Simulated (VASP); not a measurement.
# Al (a cell with a defect) in VASP: single point with PBE

Aim: the single point of Al (a cell with a defect) with PBE.

Everything below comes from runs of VASP 6.6.1. Logs are shortened: lines on timing, memory, paths and dates and some standing lists are left out, and cuts for length are marked.

### Step 1. The cell of the first run

The cell holds a defect, 17 atoms: a = 7.000 Å, b = 7.000 Å, c = 7.000 Å, α = 109.47°, β = 109.47°, γ = 109.47°.

### Step 2. Single point, PBE (with an interstitial atom, then relaxed in part)

File INCAR:

```
PREC = Accurate
ENCUT = 520
EDIFF = 1E-6
ISMEAR = 0
SIGMA = 0.1
LREAL = Auto
LASPH = T
NELM = 100
ALGO = Fast
ISIF = 2
LWAVE = F
LCHARG = T
GGA = PE
LELF = T
LVHAR = T
NBANDS = 40
```

File KPOINTS:

```
Automatic mesh
0
Gamma
  5 5 5
```

File POSCAR:

```
Al
1.0
    4.0416208963     -4.0416208963      4.0416208963
   -4.0416208963     -4.0416208963     -4.0416208963
    4.0416208963      4.0416208963     -4.0416208963
Al
17
Direct
    0.4821018599      0.7168805342      0.7357513777
    0.7679024642      0.7674302553      0.5010875827
    0.7660175862      0.5428366954      0.7237771224
    0.0433289574      0.8202656623      0.2782738793
   -0.0090663203      0.4906266661      0.4535653888
    0.0433180999      0.2656146957      0.7236580003
    0.2605507569      0.7600036812      0.0011004771
    0.3208754023      0.5430884991      0.2783701115
    0.2675882210      0.2674603362      0.5007674165
    0.2173992887     -0.0179255740      0.7359945411
    0.5386240424      0.4906896141      0.0009000512
    0.4820948762      0.2469422166      0.2658303516
    0.5385841640      0.0383100917      0.5485629424
    0.6316046399      0.1310901362      0.0011178526
    0.7471196341     -0.0182349289      0.2660403608
   -0.0091026093      0.0379277735      0.0009339468
   -0.0797912943      0.4194850050      0.0012661340
```

Potentials or basis: VASP PAW PBE potentials, release 64 (Al).

The run is started by

```sh
> cat potpaw_PBE.64/Al/POTCAR > POTCAR
> mpirun -np 1 vasp_std > vasp.out
```

OUTCAR:

```text
PREC = Accurate
   ENCUT = 520
   EDIFF = 1E-6
   ISMEAR = 0
   LREAL = Auto
   LASPH = T
   NELM = 100
   ISIF = 2
   GGA = PE

 ion  position               nearest neighbor table
   1  0.482  0.717  0.736-  14 2.46   9 2.57   8 2.66   3 2.66   7 2.79   5 2.83  11 2.83  13 2.94
                            16 2.94   2 2.99  10 3.03  15 3.03
   2  0.768  0.767  0.501-   8 2.56   3 2.56  15 2.57  10 2.57   6 2.86   4 2.86   5 2.87  16 2.87
                            11 2.87  13 2.87   1 2.99  12 2.99
   3  0.766  0.543  0.724-  17 2.45   2 2.56  12 2.66   1 2.66  16 2.85   5 2.85   7 2.85   9 2.86
                            11 2.93  13 2.93   4 3.17   6 3.17
   4  0.043  0.820  0.278-  17 2.45   9 2.56  10 2.66  15 2.66  16 2.85  13 2.85   7 2.85   2 2.86
                            11 2.93   5 2.93   3 3.17   8 3.17
   5  0.991  0.491  0.454-  14 2.80   1 2.83  10 2.83   6 2.85   3 2.85   9 2.87   2 2.87  17 2.87
                             4 2.93   8 2.93  12 2.94  15 2.94   7 3.13
   6  0.043  0.266  0.724-  17 2.45   9 2.56  10 2.66  15 2.66   5 2.85   7 2.85  11 2.85   2 2.86
                            13 2.93  16 2.93   3 3.17   8 3.17
   7  0.261  0.760  0.001-  17 2.75  15 2.79   1 2.79  12 2.79  10 2.80   8 2.85   6 2.85   4 2.85
                             3 2.85  14 3.00  11 3.13  13 3.13   5 3.13  16 3.13
   8  0.321  0.543  0.278-  17 2.45   2 2.56  12 2.66   1 2.66   7 2.85  11 2.85  13 2.85   9 2.86
                             5 2.93  16 2.93   6 3.17   4 3.17
   9  0.268  0.267  0.501-   6 2.56   4 2.56   1 2.57  12 2.57   8 2.86   3 2.86   5 2.87  16 2.87
                            11 2.87  13 2.87  15 2.99  10 2.99
  10  0.217  0.982  0.736-  14 2.46   2 2.57   6 2.66   4 2.66   7 2.80  16 2.83   5 2.83  13 2.94
                            11 2.94   9 2.99  12 3.03   1 3.03
  11  0.539  0.491  0.001-  14 2.80  15 2.83   1 2.83   8 2.85   6 2.85   9 2.87   2 2.87  17 2.88
                             3 2.93   4 2.93  10 2.94  12 2.94   7 3.13
  12  0.482  0.247  0.266-  14 2.46   9 2.57   8 2.66   3 2.66   7 2.79  16 2.83  13 2.83  11 2.94
                             5 2.94   2 2.99  10 3.03  15 3.03
  13  0.539  0.038  0.549-  14 2.80  15 2.83  12 2.83   8 2.85   4 2.85   9 2.87   2 2.87  17 2.88
                             3 2.93   6 2.93  10 2.94   1 2.94   7 3.13
  14  0.632  0.131  0.001-  17 2.33  15 2.46   1 2.46  12 2.46  10 2.46  16 2.80   5 2.80  13 2.80
                            11 2.80   7 3.00
  15  0.747  0.982  0.266-  14 2.46   2 2.57   6 2.66   4 2.66   7 2.79  13 2.83  11 2.83   5 2.94
                            16 2.94   9 2.99  12 3.03   1 3.03
  16  0.991  0.038  0.001-  14 2.80  12 2.83  10 2.83   4 2.85   3 2.85   9 2.87   2 2.87  17 2.87
                             6 2.93   8 2.93   1 2.94  15 2.94   7 3.13
  17  0.920  0.419  0.001-  14 2.33   8 2.45   6 2.45   4 2.45   3 2.45   7 2.75  16 2.87   5 2.87
                            13 2.88  11 2.88

  LATTYP: Found a body centered cubic cell.
 ALAT       =     8.0832417926

  Lattice vectors:

 A1 = (   4.0416208963,  -4.0416208963,   4.0416208963)
 A2 = (  -4.0416208963,  -4.0416208963,  -4.0416208963)
 A3 = (   4.0416208963,   4.0416208963,  -4.0416208963)

Analysis of symmetry for initial positions (statically):
[... 176 lines left out ...]
  volume/ion in A,a.u.               =      15.53       104.83
  Fermi-wavevector in a.u.,A,eV,Ry     =   0.946287  1.788222 12.183448  0.895458
  Thomas-Fermi vector in A             =   2.074270
   LORBIT       =      0    0 simple, 1 ext, 2 COOP (PROOUT), +10 PAW based schemes
   GGA     = PE    functional components
   LHFCALC =     F    Hartree Fock is set to
   AEXX    =    0.0000 exact exchange contribution
   IVDW    =     0    specifies the selected vdW correction
   LEPSILON=     F    determine dielectric tensor
   LRPA    =     F    only Hartree local field effects (RPA)
 non-spin polarized calculation
 RMM-DIIS sequential band-by-band and
 Gauss-broadening in eV      SIGMA  =   0.10
  energy-cutoff  :      520.00
  volume of cell :      264.07
 maximum number of plane-waves:      7143
 NGX is ok and might be reduce to    54
   NGX = 25   NGY = 25   NGZ = 25

 number of electron      51.0000000 magnetization

 Free energy of the ion-electron system (eV)
  ---------------------------------------------------
  ext. energy  EPLUGINS =         0.00000000
  ---------------------------------------------------
  free energy    TOTEN  =       -60.28641862 eV

  energy without entropy =      -60.24034953  energy(sigma->0) =      -60.26338408

 E-fermi :   8.6142     XC(G=0): -10.3973

 val. band max:        8.6092211863   @ k =   0.4000   0.2000  -0.2000
 cond. band min:       8.6215713445   @ k =   0.2000   0.2000   0.2000
 fundamental gap:      0.0123501581
 Fermi energy:         8.6142404958

 k-point     1 :       0.0000    0.0000    0.0000
  band No.  band energies     occupation
      1      -2.9662      2.00000
      2       0.8624      2.00000
      3       0.8993      2.00000
      4       1.0868      2.00000
      5       1.4181      2.00000
      6       1.5475      2.00000
[... 949 lines left out ...]
     36      11.3332      0.00000
     37      11.6008      0.00000

 [... further k-points ...]

 [bands above 37 left out]

------------------------ aborting loop because EDIFF is reached ----------------------------------------

  FORCE on cell =-STRESS in cart. coord.  units (eV):
  Direction    XX          YY          ZZ          XY          YZ          ZX
  --------------------------------------------------------------------------------------
  -------------------------------------------------------------------------------------
  Total       17.5107698     18.3442561     17.5066263     -0.0042494     -0.0050003      0.0055729
  in kB      106.2402558    111.2971318    106.2151165     -0.0257815     -0.0303374      0.0338115
  external PRESSURE =     107.9175014 kB  Pullay stress =       0.0000000 kB

 VOLUME and BASIS-vectors are now :
 -----------------------------------------------------------------------------
  energy-cutoff  :      520.00
  volume of cell :      264.07
      direct lattice vectors                 reciprocal lattice vectors
     4.041620896 -4.041620896  4.041620896     0.123712741 -0.123712741  0.000000000
    -4.041620896 -4.041620896 -4.041620896     0.000000000 -0.123712741 -0.123712741
     4.041620896  4.041620896 -4.041620896     0.123712741  0.000000000 -0.123712741

 POSITION                                       TOTAL-FORCE (eV/Angst)
 -----------------------------------------------------------------------------------
      2.02474     -1.87220     -3.92251         0.004069      0.001228      0.004796
      2.02711     -4.18003     -2.02330         0.005700     -0.002950      0.000728
      3.82725     -2.36466     -2.02322         0.001222      0.000604      0.000772
     -2.01541     -2.36564     -4.26476        -0.000952     -0.000695      0.001600
      3.85519     -4.15477      0.18891        -0.001891      0.001391     -0.002827
      2.02631      1.67616     -3.82319        -0.001154     -0.000550     -0.001898
[... 9 lines left out ...]
      3.85532     -4.15435      3.84777        -0.000825     -0.000975     -0.001939
      2.02885     -5.40942      2.01862        -0.011527     -0.000054     -0.002008
 -----------------------------------------------------------------------------------
    total drift:                               -0.000805      0.000467      0.001783

  FREE ENERGIE OF THE ION-ELECTRON SYSTEM (eV)
  ---------------------------------------------------
  free  energy   TOTEN  =       -60.2864186230 eV

  energy  without entropy=      -60.2403495273  energy(sigma->0) =      -60.26338408
```

OSZICAR:

```text
N       E                     dE             d eps       ncg     rms          rms(c)
DAV:   1     0.692014482908E+02    0.69201E+02   -0.17812E+04  5040   0.102E+03
DAV:   2    -0.550717618626E+02   -0.12427E+03   -0.11686E+03  6112   0.139E+02
DAV:   3    -0.609685489920E+02   -0.58968E+01   -0.57081E+01  6432   0.249E+01
DAV:   4    -0.610496424122E+02   -0.81093E-01   -0.80849E-01  6048   0.331E+00
DAV:   5    -0.610505766636E+02   -0.93425E-03   -0.93417E-03  6072   0.404E-01    0.633E+00
RMM:   6    -0.604790421510E+02    0.57153E+00   -0.66425E-01  5053   0.185E+00    0.364E+00
RMM:   7    -0.603074312330E+02    0.17161E+00   -0.28138E-01  5241   0.134E+00    0.964E-01
RMM:   8    -0.602878612006E+02    0.19570E-01   -0.19557E-02  5691   0.561E-01    0.264E-01
RMM:   9    -0.602864795461E+02    0.13817E-02   -0.29496E-03  5826   0.232E-01    0.223E-01
RMM:  10    -0.602864899077E+02   -0.10362E-04   -0.73141E-04  5684   0.104E-01    0.863E-02
RMM:  11    -0.602864122169E+02    0.77691E-04   -0.37331E-04  5766   0.639E-02    0.419E-02
RMM:  12    -0.602864180182E+02   -0.58013E-05   -0.59655E-05  6062   0.310E-02    0.358E-02
RMM:  13    -0.602864186230E+02   -0.60483E-06   -0.92021E-06  5812   0.142E-02
   1 F= -.60286419E+02 E0= -.60263384E+02  d E =-.460691E-01
```

stdout:

```text
POSCAR found type information on POSCAR Al
 POSCAR found :  1 types and      17 ions
 scaLAPACK will be used
 LDA part: xc-table for (Slater+PW92), standard interpolation
 POSCAR, INCAR and KPOINTS ok, starting setup
 FFT: planning ... GRIDC
 FFT: planning ... GRID_SOFT
 FFT: planning ... GRID
 WAVECAR not read
 entering main loop
```

Run time: 35 min. Hardware: 1 thread of Intel Xeon 8259CL, shared host; peak memory 0.62 GiB.

Results:

```yaml
Free_energy: -60.2864 eV
Pressure: 10.8 GPa
Largest_force: 0.012 eV/Å
Band_gap_on_the_k_mesh: zero (an odd number of electrons rules out a gap without spin polarisation)
```

Forces in eV/Å, atoms in the order of the input:
```
Al   0.004  0.001  0.005
Al   0.006 -0.003  0.001
Al   0.001  0.001  0.001
Al  -0.001 -0.001  0.002
Al  -0.002  0.001 -0.003
Al  -0.001 -0.001 -0.002
Al  -0.005 -0.006 -0.001
Al  -0.004 -0.002  0.001
Al   0.004 -0.003  0.002
Al  -0.001  0.003  0.001
Al   0.002  0.003  0.003
Al   0.005  0.002 -0.004
Al   0.000  0.003 -0.002
Al  -0.004  0.004  0.000
Al   0.008 -0.001  0.001
Al  -0.001 -0.001 -0.002
Al  -0.012  0.000 -0.002
```

Stress tensor (GPa, compression positive):
```
10.62  0.00  0.00
 0.00 11.13  0.00
 0.00  0.00 10.62
```

Caveat: the cell differs from its parent crystal (with an interstitial atom, then relaxed in part).
